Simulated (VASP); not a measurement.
# Hf4Br (Pm-3m) in VASP: further runs, part 3 of 3

VASP 6.6.1. Earlier steps stand in the parts before.

### 6 Relaxation of cell and atoms, PBE

This run uses another cell than the first one, of 29.00 Å³/atom, 1.376 times its volume.

The input, INCAR:

```
  ALGO = Normal
  EDIFF = 1E-6
  EDIFFG = -0.01
  ENCUT = 600
  GGA = PE
  IBRION = 2
  ISIF = 3
  ISMEAR = 0
  LASPH = T
  LCHARG = F
  LREAL = F
  LWAVE = F
  NELM = 60
  NSW = 100
  PREC = Accurate
  SIGMA = 0.1
```

The input, KPOINTS:

```
k-points
0
Gamma
  8 8 8
```

The input, POSCAR:

```
Hf4Br
1.0
    5.2538255893      0.0000000000      0.0000000000
    0.0000000000      5.2538255893      0.0000000000
    0.0000000000      0.0000000000      5.2538255893
Hf Br
4 1
Direct
    0.5000000000      0.5000000000      0.5000000000
    0.0000000000      0.5000000000      0.5000000000
    0.5000000000      0.0000000000      0.5000000000
    0.5000000000      0.5000000000      0.0000000000
    0.0000000000      0.0000000000      0.0000000000
```

Potentials or basis: VASP PAW PBE potentials, release 64 (Hf_pv, Br).

On the command line:

```sh
$ cat potpaw_PBE.64/Hf_pv/POTCAR potpaw_PBE.64/Br/POTCAR > POTCAR
$ mpirun -np 1 vasp_std > vasp.out
```

OUTCAR:

```text
EDIFF = 1E-6
   EDIFFG = -0.01
   ENCUT = 600
   GGA = PE
   IBRION = 2
   ISIF = 3
   ISMEAR = 0
   LASPH = T
   LREAL = F
   NELM = 60
   NSW = 100
   PREC = Accurate

 ion  position               nearest neighbor table
   1  0.500  0.500  0.500-   2 2.63   3 2.63   4 2.63   4 2.63   3 2.63   2 2.63
   2  0.000  0.500  0.500-   1 2.63   1 2.63   4 3.72   4 3.72   3 3.72   3 3.72   3 3.72   4 3.72
                             4 3.72   3 3.72
   3  0.500  0.000  0.500-   1 2.63   1 2.63   4 3.72   4 3.72   2 3.72   2 3.72   4 3.72   4 3.72
                             2 3.72   2 3.72
   4  0.500  0.500  0.000-   1 2.63   1 2.63   3 3.72   2 3.72   2 3.72   3 3.72   3 3.72   3 3.72
                             2 3.72   2 3.72
   5  0.000  0.000  0.000-

  LATTYP: Found a simple cubic cell.
 ALAT       =     5.2538255893

  Lattice vectors:

 A1 = (   5.2538255893,   0.0000000000,   0.0000000000)
 A2 = (   0.0000000000,   5.2538255893,   0.0000000000)
 A3 = (   0.0000000000,   0.0000000000,   5.2538255893)

Analysis of symmetry for initial positions (statically):
=====================================================================
 Subroutine PRICEL returns:
 Original cell was already a primitive cell.

 Routine SETGRP: Setting up the symmetry group for a
 simple cubic supercell.

 Subroutine GETGRP returns: Found 48 space group operations
 (whereof 48 operations were pure point group operations)
 out of a pool of 48 trial point group operations.

The static configuration has the point symmetry O_h .

Analysis of symmetry for dynamics (positions and initial velocities):
=====================================================================
 Subroutine PRICEL returns:
 Original cell was already a primitive cell.

 Routine SETGRP: Setting up the symmetry group for a
 simple cubic supercell.

 Subroutine GETGRP returns: Found 48 space group operations
 (whereof 48 operations were pure point group operations)
 out of a pool of 48 trial point group operations.

The dynamic configuration has the point symmetry O_h .

 Subroutine INISYM returns: Found 48 space group operations
 (whereof 48 operations are pure point group operations),
 and found     1 'primitive' translations

----------------------------------------------------------------------------------------

                                     Primitive cell

  volume of cell :     145.0197

  direct lattice vectors                    reciprocal lattice vectors
     5.253825589  0.000000000  0.000000000     0.190337495  0.000000000  0.000000000
     0.000000000  5.253825589  0.000000000     0.000000000  0.190337495  0.000000000
     0.000000000  0.000000000  5.253825589     0.000000000  0.000000000  0.190337495

  length of vectors
     5.253825589  5.253825589  5.253825589     0.190337495  0.190337495  0.190337495

  position of ions in fractional coordinates (direct lattice)
     0.500000000  0.500000000  0.500000000
     0.000000000  0.500000000  0.500000000
     0.500000000  0.000000000  0.500000000
     0.500000000  0.500000000  0.000000000
     0.000000000  0.000000000  0.000000000

  ion indices of the primitive-cell ions
   primitive index   ion index
                 1           1
                 2           2
                 3           3
                 4           4
                 5           5
[... 32 lines left out ...]
  0.375000  0.000000  0.000000      6.000000
  0.500000  0.000000  0.000000      3.000000
  0.125000  0.125000  0.000000     12.000000
[... 16 lines left out ...]
  0.375000  0.375000  0.125000     24.000000
  0.500000  0.375000  0.125000     24.000000
 [... further k-points ...]
   k-points           NKPTS =     35   k-points in BZ     NKDIM =     35   number of bands    NBANDS=     28
   number of dos      NEDOS =    301   number of ions     NIONS =      5
   total plane-waves  NPLWV =  74088
   dimension x,y,z NGX =    42 NGY =   42 NGZ =   42
   dimension x,y,z NGXF=    84 NGYF=   84 NGZF=   84
   ions per type =               4   1
   NGX,Y,Z   is equivalent  to a cutoff of  13.29, 13.29, 13.29 a.u.
   NGXF,Y,Z  is equivalent  to a cutoff of  26.58, 26.58, 26.58 a.u.
 SYSTEM =  unknown system
   PREC   = accura    normal or accurate (medium, high low for compatibility)
   ISTART =      0    job   : 0-new  1-cont  2-samecut
   ICHARG =      2    charge: 1-file 2-atom 10-const
   ISPIN  =      1    spin polarized calculation?
   LNONCOLLINEAR =      F non collinear calculations
   LSORBIT =      F    spin-orbit coupling
   LASPH  =      T    aspherical Exc in radial PAW
   ENCUT  =  600.0 eV  44.10 Ry    6.64 a.u.  10.49 10.49 10.49*2*pi/ulx,y,z
   NELM   =     60;   NELMIN=  2; NELMDL= -5     # of ELM steps
   EDIFF  = 0.1E-05   stopping-criterion for ELM
   LREAL  =      F    real-space projection
   EDIFFG = -.1E-01   stopping-criterion for IOM
   NSW    =    100    number of steps for IOM
   IBRION =      2    ionic relax: 0-MD 1-quasi-New 2-CG
   NFREE  =      1    steps in history (QN), initial steepest desc. (CG)
   ISIF   =      3    stress and relaxation
   ISYM   =      2    0-nonsym 1-usesym 2-fastsym
   POTIM  = 0.5000    time-step for ionic-motion
   TEBEG  =    0.0;   TEEND  =   0.0 temperature during run
   PSTRESS=    0.0 pullay stress
   NELECT =      47.0000    total number of electrons
   NUPDOWN=      -1.0000    fix difference up-down
   EMIN   =  10.00;   EMAX   =-10.00  energy-range for DOS
   EFERMI =   0.00;   METHOD = LEGACY
   ISMEAR =     0;   SIGMA  =   0.10  broadening in eV -4-tet -1-fermi 0-gaus
   EFERMI_NEDOS =   21; number of points for ismear=-14 and -15
   IALGO  =     38    algorithm
   IMIX   =      4    mixing-type and parameters
     AMIX     =   0.40;   BMIX     =  1.00
     AMIX_MAG =   1.60;   BMIX_MAG =  1.00
  volume/ion in A,a.u.               =      29.00       195.73
  Fermi-wavevector in a.u.,A,eV,Ry     =   1.124515  2.125025 17.205020  1.264533
  Thomas-Fermi vector in A             =   2.261187
   LORBIT       =      0    0 simple, 1 ext, 2 COOP (PROOUT), +10 PAW based schemes
   GGA     = PE    functional components
   LHFCALC =     F    Hartree Fock is set to
   AEXX    =    0.0000 exact exchange contribution
   IVDW    =     0    specifies the selected vdW correction
   LEPSILON=     F    determine dielectric tensor
   LRPA    =     F    only Hartree local field effects (RPA)
 conjugate gradient relaxation of ions
 non-spin polarized calculation
 Gauss-broadening in eV      SIGMA  =   0.10
  energy-cutoff  :      600.00
  volume of cell :      145.02
 maximum number of plane-waves:      4945
 NGX is ok and might be reduce to    42
   NGX = 21   NGY = 21   NGZ = 21

--------------------------------------- Ionic step        1  -------------------------------------------

 number of electron      46.9999987 magnetization

 Free energy of the ion-electron system (eV)
  ---------------------------------------------------
  ext. energy  EPLUGINS =         0.00000000
  ---------------------------------------------------
  free energy    TOTEN  =       -34.94779994 eV

  energy without entropy =      -34.90351821  energy(sigma->0) =      -34.92565907

------------------------ aborting loop because EDIFF is reached ----------------------------------------

  FORCE on cell =-STRESS in cart. coord.  units (eV):
  Direction    XX          YY          ZZ          XY          YZ          ZX
  --------------------------------------------------------------------------------------
  -------------------------------------------------------------------------------------
  Total       -0.1677634     -0.1677634     -0.1677634      0.0000000      0.0000000      0.0000000
  in kB       -1.8534503     -1.8534503     -1.8534503      0.0000000      0.0000000      0.0000000
  external PRESSURE =      -1.8534503 kB  Pullay stress =       0.0000000 kB
[... 65 lines left out ...]
--------------------------------------- Ionic step        3  -------------------------------------------

 number of electron      46.9999986 magnetization

 Free energy of the ion-electron system (eV)
  ---------------------------------------------------
  ext. energy  EPLUGINS =         0.00000000
  ---------------------------------------------------
  free energy    TOTEN  =       -34.94811737 eV

  energy without entropy =      -34.90404686  energy(sigma->0) =      -34.92608212

 E-fermi :   3.1266     XC(G=0):  -9.6822

 val. band max:        3.1091630154   @ k =   0.2500   0.1250   0.1250
 cond. band min:       3.1275585918   @ k =   0.3750   0.1250   0.1250
 fundamental gap:      0.0183955764
 Fermi energy:         3.1265654015

 k-point     1 :       0.0000    0.0000    0.0000
  band No.  band energies     occupation
      1     -28.6574      2.00000
      2     -28.6574      2.00000
      3     -28.6574      2.00000
      4     -28.4314      2.00000
      5     -28.4314      2.00000
      6     -28.4314      2.00000
[... 733 lines left out ...]
     27       4.1865      0.00000
     28       4.5016      0.00000

 [... further k-points ...]
[... 5 lines left out ...]
  --------------------------------------------------------------------------------------
  -------------------------------------------------------------------------------------
  Total        0.0031017      0.0031017      0.0031017      0.0000000      0.0000000      0.0000000
  in kB        0.0343962      0.0343962      0.0343962      0.0000000      0.0000000      0.0000000
  external PRESSURE =       0.0343962 kB  Pullay stress =       0.0000000 kB
[... 20 lines left out ...]
  FREE ENERGIE OF THE ION-ELECTRON SYSTEM (eV)
  ---------------------------------------------------
  free  energy   TOTEN  =       -34.9481173716 eV

  energy  without entropy=      -34.9040468613  energy(sigma->0) =      -34.92608212

 reached required accuracy - stopping structural energy minimisation
```

OSZICAR:

```text
N       E                     dE             d eps       ncg     rms          rms(c)
DAV:   1     0.224185221833E+03    0.22419E+03   -0.26913E+04  2016   0.168E+03
DAV:   2    -0.199803797406E+02   -0.24417E+03   -0.23565E+03  2260   0.376E+02
DAV:   3    -0.394937637270E+02   -0.19513E+02   -0.18413E+02  2720   0.582E+01
[... 24 lines left out ...]
DAV:   2    -0.349481789681E+02    0.23394E-03   -0.53876E-04  2092   0.127E-01    0.482E-02
DAV:   3    -0.349481245495E+02    0.54419E-04   -0.13683E-04  2132   0.610E-02    0.219E-02
DAV:   4    -0.349481193155E+02    0.52340E-05   -0.15779E-05  2488   0.203E-02    0.142E-02
DAV:   5    -0.349481177513E+02    0.15642E-05   -0.18870E-06  1548   0.738E-03    0.675E-03
DAV:   6    -0.349481173716E+02    0.37972E-06   -0.30176E-07  1208   0.342E-03
   3 F= -.34948117E+02 E0= -.34926082E+02  d E =-.317430E-03
```

CONTCAR:

```text
Hf4Br
   1.00000000000000
     5.2472572413188114    0.0000000000000000    0.0000000000000000
     0.0000000000000000    5.2472572413188114    0.0000000000000000
     0.0000000000000000    0.0000000000000000    5.2472572413188114
  Hf              Br
     4     1
Direct
     0.5000000000000000    0.5000000000000000    0.5000000000000000
     0.0000000000000000    0.5000000000000000    0.5000000000000000
     0.5000000000000000    0.0000000000000000    0.5000000000000000
     0.5000000000000000    0.5000000000000000    0.0000000000000000
     0.0000000000000000    0.0000000000000000    0.0000000000000000

  0.00000000E+00  0.00000000E+00  0.00000000E+00
  0.00000000E+00  0.00000000E+00  0.00000000E+00
  0.00000000E+00  0.00000000E+00  0.00000000E+00
  0.00000000E+00  0.00000000E+00  0.00000000E+00
  0.00000000E+00  0.00000000E+00  0.00000000E+00
```

It took 2.2 min on 1 thread of Intel Xeon 6975P-C (Granite Rapids), shared host; peak memory 0.36 GiB.

What came out:

| Item | Value |
| --- | --- |
| Free energy | -34.9481 eV |
| Relaxed volume | 28.90 Å³/atom |
| Relaxed cell | a = 5.247 Å, b = 5.247 Å, c = 5.247 Å, α = 90.00°, β = 90.00°, γ = 90.00° |
| Space group after relaxing (to 0.05 Å) | Pm-3m (No. 221) |
| Energy gained by relaxing | 0.1 meV/atom |
| Ionic steps | 3 |
| Pressure after relaxing | 0.0 GPa |

Step by step:
```csv
step,energy change (eV),largest force (eV/Å),pressure (GPa),volume (Å³)
1,0.0000,0.0000,-0.19,145.02
2,-0.0003,0.0000,0.06,144.32
3,-0.0003,0.0000,0.00,144.48
```

Final structure:
```
Hf Br
1.0
     5.24726    0.00000    0.00000
     0.00000    5.24726    0.00000
     0.00000    0.00000    5.24726
Hf Br
4 1
Direct
  0.50000 0.50000 0.50000
  0.00000 0.50000 0.50000
  0.50000 0.00000 0.50000
  0.50000 0.50000 0.00000
  0.00000 0.00000 0.00000
```

Caveat: spin-orbit coupling is left out, which moves the levels of the heavy elements; an odd number of electrons without spin polarisation forces a metal; a magnetic or distorted state may lie lower.

### 7 The runs side by side

```csv
task,cell,k mesh,cutoff (eV),gap on the mesh (eV),pressure (GPa),relaxed volume (Å³/atom)
single point,"a = 4.723 Å, 5 atoms",4 × 4 × 4,520,none,31.8,-
single point,"a = 5.254 Å, 5 atoms",4 × 4 × 4,520,none,-0.2,-
relaxation of cell and atoms,"relaxed from a = 4.723 Å, 5 atoms",4 × 4 × 4,600,none,-0.2,28.99
single point,"a = 5.259 Å, 5 atoms",8 × 8 × 8,520,none,-0.3,-
relaxation of cell and atoms,"relaxed from a = 5.254 Å, 5 atoms",8 × 8 × 8,600,none,0.0,28.90
```

Alike in all rows: level PBE; potentials or basis VASP PAW PBE potentials, release 64 (Hf_pv, Br); no spin polarisation; smearing gaussian 0.1 eV.

Caveats: spin-orbit coupling is left out, which moves the levels of the heavy elements; an odd number of electrons without spin polarisation forces a metal; a magnetic or distorted state may lie lower; the volume moved by over 15 % at a fixed basis, so the end points are rough (some runs).

Total energies depend on the potentials used, so only differences within one code and one set of settings carry meaning.
